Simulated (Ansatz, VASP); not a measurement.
# YMn3 in VASP and in Ansatz

The input INCAR:

```
PREC     = Accurate       # precision mode
ENCUT    = 500            # plane-wave cutoff, eV
EDIFF    = 1E-6           # SCF threshold, eV
ISMEAR   = 0              # smearing method
SIGMA    = 0.1            # smearing width, eV
LREAL    = False          # projectors in reciprocal space
LASPH    = True           # aspherical terms in the spheres
NELM     = 200            # most SCF steps
ALGO     = Normal         # electronic algorithm
ISIF     = 2              # what is computed and relaxed
LWAVE    = False          # write WAVECAR
LCHARG   = False          # write CHGCAR
ISPIN    = 2              # spin polarisation
MAGMOM   = 4 4 4 -4 -4 -4 0 0 # initial moments
LORBIT   = 11             # projections on sites
LMAXMIX  = 4              # l up to which the mixer works
GGA      = PE             # functional
NBANDS   = 64             # bands
GGA_COMPAT= False        
KPAR     = 4
```

Contents of KPOINTS:

```
regular mesh
0
Gamma
  10 10 5
```

POSCAR

```
YMn3
1.0
    4.1008586498      0.0000000000      4.1008586498
    0.0000000000      4.1008586498      4.1008586498
    0.0000000000      0.0000000000      8.2017172995
Mn Y
6 2
Direct
    0.0000000000      0.5000000000      0.0000000000
    0.5000000000      1.0000000000      0.0000000000
    0.5000000000      0.5000000000      0.5000000000
    0.0000000000      0.5000000000      0.5000000000
    0.5000000000      1.0000000000      0.5000000000
    0.5000000000      0.5000000000      0.0000000000
    0.0000000000      1.0000000000      1.0000000000
    0.0000000000      1.0000000000      0.5000000000
```

Input for Ansatz:

```yaml
crystal:
  lattice:
    - [4.1008586498, 0.0, 4.1008586498]
    - [0.0, 4.1008586498, 4.1008586498]
    - [0.0, 0.0, 8.2017172995]
  atoms:
    - { symbol: Mn, position: [0.0, 0.5, 0.0], spin: 4.0 }
    - { symbol: Mn, position: [0.5, 1.0, 0.0], spin: 4.0 }
    - { symbol: Mn, position: [0.5, 0.5, 0.5], spin: 4.0 }
    - { symbol: "Y", position: [0.0, 1.0, 1.0] }
    - { symbol: Mn, position: [0.0, 0.5, 0.5], spin: -4.0 }
    - { symbol: Mn, position: [0.5, 1.0, 0.5], spin: -4.0 }
    - { symbol: Mn, position: [0.5, 0.5, 0.0], spin: -4.0 }
    - { symbol: "Y", position: [0.0, 1.0, 0.5] }
basis:
  ecutwfc: 420
kpoints:
  mp_grid: { grid: [10, 10, 5] }
hamiltonian:
  xc: pbe
scf:
  occupations: { method: gaussian, width: 0.1 }
  lower_state_search: "off"
output:
  forces: true
  stress: true
  eigenvalues: true
  populations: true
magnetization:
  spin_polarized: true
```

Alike in both runs: task single point; functional PBE; k mesh 10 × 10 × 5; occupations gaussian, width 0.1 eV; collinear spin.

|  | VASP | Ansatz |
| --- | --- | --- |
| version | VASP 6.6.1 | Ansatz 0.2.0 |
| potentials or method | VASP PAW PBE potentials, release 64 (Mn_pv, Y_sv), cutoff 500 eV | scalar-relativistic, plane waves, PAW |
| valence electrons in the cell | 100 | 112 |

|  | VASP | Ansatz | Ansatz less VASP |
| --- | --- | --- | --- |
| gap on the k mesh at the Fermi level (eV) | none | none | - |
| pressure (GPa) | -1.4 | -1.4 | +0.05 |
| net moment per atom (μB) | 0.00 | 0.00 | 0.000 |
| size of the moment on the site where the two differ most (μB) | 3.04 | 3.09 | +0.056 |

Site moments also hang on the region over which each program counts them. A gap of «none» marks a metal or a gap that the smearing closes. The functional is the same, so the differences come from potentials, cutoffs and numerics. VASP's potentials hold 100 valence electrons a cell and Ansatz's 112, so a difference there can come from the potentials and not from the codes.
